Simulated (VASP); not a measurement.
# Cd2S (P3m1) in VASP: notebook

Cd2S is run at these levels: PBEsol, LDA; tasks: single point.

All numbers are computed with VASP 6.6.1; they aren't measurements. Logs are shortened: lines on timing, memory, paths and dates and some standing lists are left out, and cuts for length are marked.

## 1. The cell of the first run

Symmetry: P3m1, No. 156, trigonal system. Conventional cell: a = 4.015 Å, b = 4.015 Å, c = 5.886 Å, α = 90.00°, β = 90.00°, γ = 120.00°. Cd (site symmetry 3m) has 2 S at 2.55 to 3.34 Å and 3 Cd at 3.12 Å within 3.4 Å. Within 3.5 Å of Cd (site symmetry 3m) lie 3 S at 2.64 Å and 3 Cd at 3.12 Å. Within 3.4 Å of S (site symmetry 3m) lie 5 Cd at 2.55 to 3.34 Å.

## 2. Single point, PBEsol

INCAR reads:

```
SYSTEM = Cd2S
  ALGO = Normal
  EDIFF = 1E-6
  ENCUT = 520
  GGA = PS
  ISIF = 2
  ISMEAR = -1
  LASPH = .TRUE.
  LCHARG = .FALSE.
  LREAL = .FALSE.
  LWAVE = .FALSE.
  NBANDS = 22
  NELM = 80
  PREC = Accurate
  SIGMA = 0.05
```

KPOINTS reads:

```
k-points
0
G
  8 8 5
  0 0 0
```

POSCAR reads:

```
Cd2S
1.0
    4.0148164244      0.0000000000      0.0000000000
   -2.0074082122      3.4769330151      0.0000000000
    0.0000000000      0.0000000000      5.8856375034
Cd S
2 1
Direct
    0.3333333333      0.6666666667      0.9327170000
    0.6666666667      0.3333333333      0.5787350000
    0.3333333333      0.6666666667      0.3657050000
```

Potentials or basis: VASP PAW PBE potentials, release 64 (Cd, S).

Launch:

```sh
$ cat potpaw_PBE.64/Cd/POTCAR potpaw_PBE.64/S/POTCAR > POTCAR
$ mpirun -np 1 vasp_std > vasp.out
```

OUTCAR:

```text
SYSTEM = Cd2S
   EDIFF = 1E-6
   ENCUT = 520
   GGA = PS
   ISIF = 2
   ISMEAR = -1
   LASPH = .TRUE.
   LREAL = .FALSE.
   NELM = 80
   PREC = Accurate

 ion  position               nearest neighbor table
   1  0.333  0.667  0.933-   3 2.55   2 3.12   2 3.12   2 3.12
   2  0.667  0.333  0.579-   3 2.64   3 2.64   3 2.64   1 3.12   1 3.12   1 3.12
   3  0.333  0.667  0.366-   1 2.55   2 2.64   2 2.64   2 2.64

  LATTYP: Found a hexagonal cell.
 ALAT       =     4.0148164244
 C/A-ratio  =     1.4659792332

  Lattice vectors:

 A1 = (   4.0148164244,   0.0000000000,   0.0000000000)
 A2 = (  -2.0074082122,   3.4769330151,   0.0000000000)
 A3 = (   0.0000000000,   0.0000000000,   5.8856375034)

Analysis of symmetry for initial positions (statically):
=====================================================================
 Subroutine PRICEL returns:
 Original cell was already a primitive cell.

 Routine SETGRP: Setting up the symmetry group for a
 hexagonal supercell.

 Subroutine GETGRP returns: Found  6 space group operations
 (whereof  6 operations were pure point group operations)
 out of a pool of 24 trial point group operations.

The static configuration has the point symmetry C_3v.

Analysis of symmetry for dynamics (positions and initial velocities):
=====================================================================
 Subroutine PRICEL returns:
 Original cell was already a primitive cell.

 Routine SETGRP: Setting up the symmetry group for a
 hexagonal supercell.

 Subroutine GETGRP returns: Found  6 space group operations
 (whereof  6 operations were pure point group operations)
 out of a pool of 24 trial point group operations.

The dynamic configuration has the point symmetry C_3v.

 Subroutine INISYM returns: Found  6 space group operations
 (whereof  6 operations are pure point group operations),
 and found     1 'primitive' translations

----------------------------------------------------------------------------------------

                                     Primitive cell

  volume of cell :      82.1591

  direct lattice vectors                    reciprocal lattice vectors
     4.014816424  0.000000000  0.000000000     0.249077391  0.143804899  0.000000000
    -2.007408212  3.476933015  0.000000000     0.000000000  0.287609797  0.000000000
     0.000000000  0.000000000  5.885637503     0.000000000  0.000000000  0.169905129

  length of vectors
[... 76 lines left out ...]
   ISTART =      0    job   : 0-new  1-cont  2-samecut
   ICHARG =      2    charge: 1-file 2-atom 10-const
   ISPIN  =      1    spin polarized calculation?
   LNONCOLLINEAR =      F non collinear calculations
   LSORBIT =      F    spin-orbit coupling
   LASPH  =      T    aspherical Exc in radial PAW
   ENCUT  =  520.0 eV  38.22 Ry    6.18 a.u.   7.46  7.46 10.94*2*pi/ulx,y,z
   NELM   =     80;   NELMIN=  2; NELMDL= -5     # of ELM steps
   EDIFF  = 0.1E-05   stopping-criterion for ELM
   LREAL  =      F    real-space projection
   EDIFFG = 0.1E-04   stopping-criterion for IOM
   NSW    =      0    number of steps for IOM
   IBRION =     -1    ionic relax: 0-MD 1-quasi-New 2-CG
   NFREE  =      0    steps in history (QN), initial steepest desc. (CG)
   ISIF   =      2    stress and relaxation
   ISYM   =      2    0-nonsym 1-usesym 2-fastsym
   POTIM  = 0.5000    time-step for ionic-motion
   TEBEG  =    0.0;   TEEND  =   0.0 temperature during run
   PSTRESS=    0.0 pullay stress
   NELECT =      30.0000    total number of electrons
   NUPDOWN=      -1.0000    fix difference up-down
   EMIN   =  10.00;   EMAX   =-10.00  energy-range for DOS
   EFERMI =   0.00;   METHOD = LEGACY
   ISMEAR =    -1;   SIGMA  =   0.05  broadening in eV -4-tet -1-fermi 0-gaus
   EFERMI_NEDOS =   21; number of points for ismear=-14 and -15
   IALGO  =     38    algorithm
   IMIX   =      4    mixing-type and parameters
     AMIX     =   0.40;   BMIX     =  1.00
     AMIX_MAG =   1.60;   BMIX_MAG =  1.00
  volume/ion in A,a.u.               =      27.39       184.81
  Fermi-wavevector in a.u.,A,eV,Ry     =   1.170119  2.211204 18.628808  1.369179
  Thomas-Fermi vector in A             =   2.306582
   LORBIT       =      0    0 simple, 1 ext, 2 COOP (PROOUT), +10 PAW based schemes
   GGA     = PS    functional components
   LHFCALC =     F    Hartree Fock is set to
   AEXX    =    0.0000 exact exchange contribution
   IVDW    =     0    specifies the selected vdW correction
   LEPSILON=     F    determine dielectric tensor
   LRPA    =     F    only Hartree local field effects (RPA)
 non-spin polarized calculation
  energy-cutoff  :      520.00
  volume of cell :       82.16
 maximum number of plane-waves:      2230
 NGX is ok and might be reduce to    30
   NGX = 15   NGY = 15   NGZ = 21

 number of electron      30.0000001 magnetization

 Free energy of the ion-electron system (eV)
  ---------------------------------------------------
  ext. energy  EPLUGINS =         0.00000000
  ---------------------------------------------------
  free energy    TOTEN  =        -7.19641891 eV

  energy without entropy =       -7.19497113  energy(sigma->0) =       -7.19569502

 E-fermi :   1.0538     XC(G=0):  -9.3106

 val. band max:        0.9064750270   @ k =   0.3750   0.2500   0.2000
 cond. band min:       1.1619483524   @ k =   0.5000   0.0000   0.2000
 fundamental gap:      0.2554733255
 Fermi energy:         1.0538339931

 k-point     1 :       0.0000    0.0000    0.0000
  band No.  band energies     occupation
      1     -11.4645      2.00000
      2      -7.2806      2.00000
      3      -7.2806      2.00000
      4      -7.1889      2.00000
      5      -7.1889      2.00000
      6      -7.1123      2.00000
[... 589 lines left out ...]
     21       8.3645      0.00000
     22       9.2821      0.00000

 [... further k-points ...]
[... 5 lines left out ...]
  --------------------------------------------------------------------------------------
  -------------------------------------------------------------------------------------
  Total       -1.8463273     -1.8463273     -2.5804568      0.0000000      0.0000000      0.0000000
  in kB      -36.0050781    -36.0050781    -50.3212760      0.0000000      0.0000000      0.0000000
  external PRESSURE =     -40.7771441 kB  Pullay stress =       0.0000000 kB

 VOLUME and BASIS-vectors are now :
 -----------------------------------------------------------------------------
  energy-cutoff  :      520.00
  volume of cell :       82.16
      direct lattice vectors                 reciprocal lattice vectors
     4.014816424  0.000000000  0.000000000     0.249077391  0.143804899  0.000000000
    -2.007408212  3.476933015  0.000000000     0.000000000  0.287609797  0.000000000
     0.000000000  0.000000000  5.885637503     0.000000000  0.000000000  0.169905129

 POSITION                                       TOTAL-FORCE (eV/Angst)
 -----------------------------------------------------------------------------------
     -0.00000      2.31796      5.48963        -0.000000     -0.000000      0.084942
      2.00741      1.15898      3.40622         0.000000     -0.000000     -0.256840
     -0.00000      2.31796      2.15241        -0.000000      0.000000      0.171898
 -----------------------------------------------------------------------------------
    total drift:                                0.000000     -0.000000      0.000879

  FREE ENERGIE OF THE ION-ELECTRON SYSTEM (eV)
  ---------------------------------------------------
  free  energy   TOTEN  =        -7.1964189119 eV

  energy  without entropy=       -7.1949711282  energy(sigma->0) =       -7.19569502
```

Wall time 49 s (1 thread of Intel Xeon Platinum 8259CL at 2.50GHz (Skylake/Cascade Lake), shared host); peak memory 0.23 GiB.

Results:

```yaml
Free_energy: -7.1964 eV
Pressure: -4.1 GPa
Largest_force: 0.257 eV/Å
Band_gap_on_the_k_mesh: 0.26 eV, indirect (least direct gap 0.56 eV)
```

Forces on the atoms (eV/Å):
```
Cd   0.000  0.000  0.085
Cd   0.000  0.000 -0.257
S    0.000  0.000  0.172
```

Caveat: the PAW data sets were made with another functional, which shifts forces and pressure a little.

## 3. Single point, LDA

This run uses another cell than the first one, of 27.91 Å³/atom, 1.019 times its volume.

INCAR reads:

```
ALGO     = Normal         # electronic algorithm
EDIFF    = 1E-6           # SCF threshold, eV
ENCUT    = 520            # plane-wave cutoff, eV
ISIF     = 2              # what is computed and relaxed
ISMEAR   = -1             # smearing method
LASPH    = True           # aspherical terms in the spheres
LCHARG   = False          # write CHGCAR
LREAL    = False          # projectors in reciprocal space
LWAVE    = False          # write WAVECAR
NBANDS   = 22             # bands
NELM     = 60             # most SCF steps
PREC     = Accurate       # precision mode
SIGMA    = 0.05           # smearing width, eV
```

KPOINTS reads:

```
k-points
0
Gamma
  8 8 5
```

POSCAR reads:

```
Cd2S
1.0
    4.0403891930      0.0000000000      0.0000000000
   -2.0201945965      3.4990796824      0.0000000000
    0.0000000000      0.0000000000      5.9231266511
Cd S
2 1
Direct
    0.3333333333      0.6666666667      0.9327170000
    0.6666666667      0.3333333333      0.5787350000
    0.3333333333      0.6666666667      0.3657050000
```

Potentials or basis: VASP PAW LDA potentials, release 64 (Cd, S).

Launch:

```sh
$ cat potpaw_LDA.64/Cd/POTCAR potpaw_LDA.64/S/POTCAR > POTCAR
$ mpirun -np 1 vasp_std > vasp.out
```

Wall time 48 s (1 thread of Intel Xeon Platinum 8259CL at 2.50GHz (Skylake/Cascade Lake), shared host); peak memory 0.2 GiB.

It converged, with:

```yaml
Free_energy: -7.9125 eV
Pressure: -6.3 GPa
Largest_force: 0.346 eV/Å
Band_gap_on_the_k_mesh: 0.29 eV, indirect (least direct gap 0.57 eV)
```

Forces in eV/Å, atoms in the order of the input:
```
Cd   0.000  0.000  0.101
Cd   0.000  0.000 -0.346
S    0.000  0.000  0.245
```

Stress tensor (GPa, compression positive):
```
-5.48  0.00  0.00
 0.00 -5.48  0.00
 0.00  0.00 -7.89
```

Levels at points of the mesh, in eV from the valence-band top:
```tsv
k point	band 11	band 12	band 13	band 14	band 15	band 16	band 17	band 18	band 19	band 20
(0.00, 0.00, 0.00)	-7.47	-4.22	-3.43	-0.54	-0.54	2.99	4.87	6.70	6.70	8.00
(0.50, 0.00, 0.00)	-7.33	-4.11	-2.69	-1.34	-1.24	0.69	3.08	4.71	5.65	7.20
```
